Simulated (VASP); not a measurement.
Set up this calculation in VASP 6.6.1, as the native input.

| Quantity | Value |
| --- | --- |
| Task | single point |
| Functional | PBE |
| Potentials or basis | VASP PAW PBE potentials, release 64 (B) |
| Cutoff | 520 eV |
| k mesh | 9 × 9 × 2 |
| Occupations | gaussian, width 0.1 eV |
| Spin | no spin polarisation |
| Dipole correction | no |
| Further INCAR settings | ALGO = Normal; EDIFF = 1e-06; NBANDS = 22 |

The structure of B lies in POSCAR:

```
B
1.0
    2.6043386008      0.0000000000      0.0000000000
   -1.3021693003      2.2554233883      0.0000000000
    0.0000000000      0.0000000000      8.5056926075
B
8
Direct
    0.0000000000      0.0000000000      0.0937500000
    0.0000000000      0.0000000000      0.5937500000
    0.0000000000      0.0000000000      0.4062500000
    0.0000000000      0.0000000000      0.9062500000
    0.3333333333      0.6666666667      0.1562500000
    0.6666666667      0.3333333333      0.6562500000
    0.3333333333      0.6666666667      0.3437500000
    0.6666666667      0.3333333333      0.8437500000
```

One way to write it, as run:

INCAR

```
PREC = Accurate
ENCUT = 520
EDIFF = 1E-6
ISMEAR = 0
SIGMA = 0.1
LREAL = F
LASPH = T
NELM = 80
ALGO = Normal
ISIF = 2
LWAVE = F
LCHARG = F
GGA = PE
NBANDS = 22
```

KPOINTS

```
regular mesh
0
Gamma
  9 9 2
```

Potentials or basis: VASP PAW PBE potentials, release 64 (B).

Run with:

```sh
$ cat potpaw_PBE.64/B/POTCAR > POTCAR
$ mpirun -np 1 vasp_std > vasp.out
```

Results of the run:

| Property | Result |
| --- | --- |
| Pressure | 84.9 GPa |
| Largest force | 0.522 eV/Å |
| Band gap on the k mesh | zero (band 12 reaches 9.55 eV, above the bottom of band 13 at 3.72 eV) |

Caveat: the k points lie up to 0.37 Å⁻¹ apart.

Wall time 54 s on 1 thread of AMD EPYC 7R13, with other jobs on the host, peak memory 0.13 GiB.
